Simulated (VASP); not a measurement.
A run of VASP 6.6.1 is set up as follows.

The input INCAR:

```
SYSTEM = AlPdC4N4
PREC = Accurate
ENCUT = 520
EDIFF = 1E-6
ISMEAR = 0
SIGMA = 0.1
LREAL = .False.
LASPH = .True.
NELM = 150
ALGO = Normal
ISIF = 2
LWAVE = .False.
LCHARG = .False.
ISPIN = 2
MAGMOM = 0 1 0 0 0 0 0 0 0 0
LORBIT = 11
LMAXMIX = 4
GGA = PE
NBANDS = 40
```

Contents of KPOINTS:

```
regular mesh
0
Gamma
  4 4 4
  0 0 0
```

File POSCAR:

```
AlPdC4N4
1.0
    6.0816364419      0.0000000000      0.0000000000
    0.0000000000      6.0816364419      0.0000000000
    0.0000000000      0.0000000000      6.0816364419
Al Pd C N
1 1 4 4
Direct
    0.0000000000      0.0000000000      0.0000000000
    0.5000000000      0.5000000000      0.5000000000
    0.1868552024      0.1868552024      0.1868552024
    0.1868552024      0.8131447976      0.8131447976
    0.8131447976      0.1868552024      0.8131447976
    0.8131447976      0.8131447976      0.1868552024
    0.2974484280      0.2974484280      0.2974484280
    0.2974484280      0.7025515720      0.7025515720
    0.7025515720      0.2974484280      0.7025515720
    0.7025515720      0.7025515720      0.2974484280
```

Potentials or basis: VASP PAW PBE potentials, release 64 (Al, Pd, C, N).

The run is started by

```console
$ cat potpaw_PBE.64/Al/POTCAR potpaw_PBE.64/Pd/POTCAR potpaw_PBE.64/C/POTCAR potpaw_PBE.64/N/POTCAR > POTCAR
$ mpirun -np 1 vasp_std > vasp.out
```

(1) Estimate the net moment.

(2) Predict the band gap on the k mesh.

Answers

(1) 1.00 μB per cell.

(2) zero (filled and empty bands overlap).
